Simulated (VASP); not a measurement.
Input of a VASP 6.6.1 run:

The input INCAR:

```
PREC     = Accurate       # precision mode
ENCUT    = 520            # plane-wave cutoff, eV
EDIFF    = 1E-6           # SCF threshold, eV
ISMEAR   = 0              # smearing method
SIGMA    = 0.15           # smearing width, eV
LREAL    = F              # projectors in reciprocal space
LASPH    = T              # aspherical terms in the spheres
NELM     = 60             # most SCF steps
ALGO     = Fast           # electronic algorithm
ISIF     = 2              # what is computed and relaxed
LWAVE    = F              # write WAVECAR
LCHARG   = F              # write CHGCAR
GGA      = PS             # functional
NBANDS   = 17             # bands
```

File KPOINTS:

```
Automatic mesh
0
Gamma
  18 18 10
```

File POSCAR:

```
Hf
1.0
    2.4492084240      0.0000000000      0.0000000000
   -1.2246042120      2.9421386683      0.0000000000
    0.0000000000      0.0000000000      5.7456581652
Hf
2
Direct
    0.3333333333      0.6666666667      0.2500000000
    0.6666666667      0.3333333333      0.7500000000
```

Potentials or basis: VASP PAW PBE potentials, release 64 (Hf_pv).

Command:

```console
$ cat potpaw_PBE.64/Hf_pv/POTCAR > POTCAR
$ mpirun -np 1 vasp_std > vasp.out
```

(1) Estimate the pressure.

(2) What does it give for the band gap on the k mesh?

Answers

(1) 10.5 GPa.

(2) zero (band 10 reaches 5.77 eV, above the bottom of band 11 at 3.79 eV).

Caveat: the cell differs from its parent crystal (strain +e along x and -e along y -0.1500, strain +e along z and -e/2 along x and y +0.1500); the PAW data sets were made with another functional, which shifts forces and pressure a little; spin-orbit coupling is left out, which moves the levels of the heavy elements.
